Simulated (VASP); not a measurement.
GaN: single point with r2SCAN+rVV10

Crystal: GaN.

```xyz
2
Lattice="0.0000 2.2442 2.2442 2.2442 0.0000 2.2442 2.2442 2.2442 0.0000" Properties=species:S:1:pos:R:3 pbc="T T T"
Ga    0.0000    0.0000    0.0000
N     1.1221    1.1221    1.1221
```

```yaml
Program: VASP 6.6.1
Task: single point
Functional: r2SCAN
Dispersion: rVV10
Potentials_or_basis: VASP PAW PBE potentials, release 64 (Ga_d, N)
Cutoff: 520 eV
k_mesh: 8 × 8 × 8
Occupations: fermi-dirac, width 0.03 eV
Spin: no spin polarisation
```

| Quantity | Value |
| --- | --- |
| Pressure | 1.2 GPa |
| Band gap on the k mesh | 2.17 eV, direct |

Levels at points of the mesh, in eV from the valence-band top:
| k point | band 7 | band 8 | band 9 | band 10 | band 11 | band 12 |
| --- | --- | --- | --- | --- | --- | --- |
| (0.00, 0.00, 0.00) | 0.00 | 0.00 | 0.00 | 2.17 | 11.07 | 11.07 |
| (0.50, 0.00, 0.00) | -7.26 | -1.01 | -1.01 | 5.22 | 9.47 | 11.04 |
| (0.50, 0.50, 0.00) | -6.28 | -2.83 | -2.83 | 3.72 | 7.29 | 12.63 |

Run time: 110 s on 1 thread of AMD EPYC 7R13, on a shared host, peak memory 0.19 GiB.

Caveat: the PAW data sets were made with another functional, which shifts forces and pressure a little. r2SCAN opens gaps a little over a GGA but as a rule still falls short of measured ones.
